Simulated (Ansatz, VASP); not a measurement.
## Rb in VASP and in Ansatz

INCAR

```
SYSTEM = Rb
PREC = Accurate
ENCUT = 520
EDIFF = 1E-7
ISMEAR = -1
SIGMA = 0.08
LREAL = .FALSE.
LASPH = .TRUE.
NELM = 100
ALGO = Normal
ISIF = 2
LWAVE = .FALSE.
LCHARG = .FALSE.
GGA = PE
NBANDS = 16
```

Contents of KPOINTS:

```
Automatic mesh
0
G
  9 9 5
  0 0 0
```

File POSCAR:

```
Rb
1.0
    3.8636841169      0.0000000000      0.0000000000
   -1.9318420584      3.3460485974      0.0000000000
    0.0000000000      0.0000000000      6.3745883782
Rb
2
Direct
    0.3333333333      0.6666666667      0.2500000000
    0.6666666667      0.3333333333      0.7500000000
```

Input for Ansatz:

```yaml
crystal:
  lattice:
    - [3.8636841169, 0.0, 0.0]
    - [-1.9318420584, 3.3460485974, 0.0]
    - [0.0, 0.0, 6.3745883782]
  atoms:
    - { symbol: Rb, position: [0.3333333333, 0.6666666667, 0.25] }
    - { symbol: Rb, position: [0.6666666667, 0.3333333333, 0.75] }
kpoints:
  mp_grid: { grid: [9, 9, 5] }
  band_path:
    path:
      - [0.0, 0.0, 0.0]
      - [0.5, 0.0, 0.0]
      - [0.3333333333, 0.3333333333, 0.0]
      - [0.0, 0.0, 0.0]
      - [0.0, 0.0, 0.5]
      - [0.5, 0.0, 0.5]
      - [0.3333333333, 0.3333333333, 0.5]
      - [0.0, 0.0, 0.5]
      - [0.5, 0.0, 0.5]
    npoints: 8
scf:
  occupations: { method: fermi_dirac, width: 0.08 }
hamiltonian:
  xc: pbe
  pseudopotentials: { kind: all_electron, lapw: { basis_error: 0.001 } }
output:
  forces: true
  stress: true
  eigenvalues: true
  populations: true
  dos: { projected: true, de: 0.2, e_range: [-14, 8] }
```

Change from the starting cell: volume scaled by 0.45, LAPW.

Alike in both runs: task single point; functional PBE; k mesh 9 × 9 × 5; occupations fermi-dirac, width 0.08 eV; no spin polarisation.

|  | VASP | Ansatz |
| --- | --- | --- |
| version | VASP 6.6.1 | Ansatz 0.2.0 |
| potentials or method | VASP PAW PBE potentials, release 64 (Rb_sv), cutoff 520 eV | all-electron LAPW, scalar-relativistic |

|  | VASP | Ansatz | Ansatz less VASP |
| --- | --- | --- | --- |
| pressure (GPa) | 8.7 | 8.7 | 0.00 |
| traceless stress, the component that is largest in VASP (GPa) | -0.08 | -0.08 | +0.002 |

Ansatz ran all-electron here, and VASP with PAW potentials.
